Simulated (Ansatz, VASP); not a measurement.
One calculation of HfH2, two programs

```
Hf H
1.0
    -1.70422    1.70422    2.18050
     1.70422   -1.70422    2.18050
     1.70422    1.70422   -2.18050
Hf H
1 2
Direct
  0.00000 0.00000 0.00000
  0.75000 0.25000 0.50000
  0.25000 0.75000 0.50000
```

Change from the starting cell: equal xx and yy strain of -2 %, crystal datasets.

Alike in both runs: task electric field gradients; functional LDA; k mesh 12 × 12 × 12; occupations fermi-dirac, width 0.03 eV; no spin polarisation.

|  | VASP | Ansatz |
| --- | --- | --- |
| version | VASP 6.6.1 | Ansatz 0.2.0 |
| potentials or method | VASP PAW LDA potentials, release 64 (Hf_pv, H), cutoff 520 eV | all-electron PAW with datasets made for the crystal, scalar-relativistic |

VASP gave:

- pressure (GPa): -2.5
- traceless stress, the component that is largest in VASP (GPa): -1.64
- size of Vzz on the site where it differs most (V/Å²): 24.1

Question: Estimate Ansatz's values.

Answer: Pressure (GPa): -2.4; traceless stress, the component that is largest in VASP (GPa): -1.66; size of Vzz on the site where it differs most (V/Å²): 32.8.

LDA's correlation is that of Perdew and Zunger in VASP and of Perdew and Wang (1992) in Ansatz. Ansatz ran all-electron here, and VASP with PAW potentials.

Neither program's run includes spin-orbit coupling.
